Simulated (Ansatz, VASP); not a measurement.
SnGeTe3: VASP beside Ansatz

```
Sn Ge Te
1.0
     5.46196    0.00000    0.00000
     0.00000    5.46196    0.00000
     0.00000    0.00000    5.46196
Sn Ge Te
1 1 3
Direct
  0.00000 0.00000 0.00000
  0.50000 0.50000 0.50000
  0.00000 0.50000 0.50000
  0.50000 0.00000 0.50000
  0.50000 0.50000 0.00000
```

Change from the starting cell: species swapped into the LuBRh3 type (Pm-3m, No. 221).

Alike in both runs: task relaxation of cell and atoms; functional PBE; k mesh 8 × 8 × 8; occupations gaussian, width 0.1 eV; no spin polarisation.

|  | VASP | Ansatz |
| --- | --- | --- |
| version | VASP 6.6.1 | Ansatz 0.2.0 |
| potentials or method | VASP PAW PBE potentials, release 64 (Sn_d, Ge_d, Te), cutoff 500 eV | scalar-relativistic, plane waves, PAW |
| valence electrons in the cell | 46 | 76 |

```csv
,VASP,Ansatz,Ansatz less VASP
"gap on the k mesh at the Fermi level, each at its own relaxed structure (eV)",none,none,-
relaxed volume (Å³/atom),32.18,32.22,+0.041
relaxed cell length with the largest relative difference (Å),5.439,5.441,+0.0023
```

A gap of «none» marks a metal or a gap that the smearing closes. VASP's potentials hold 46 valence electrons a cell and Ansatz's 76, so a difference there can come from the potentials and not from the codes.

Spin-orbit coupling is off throughout.
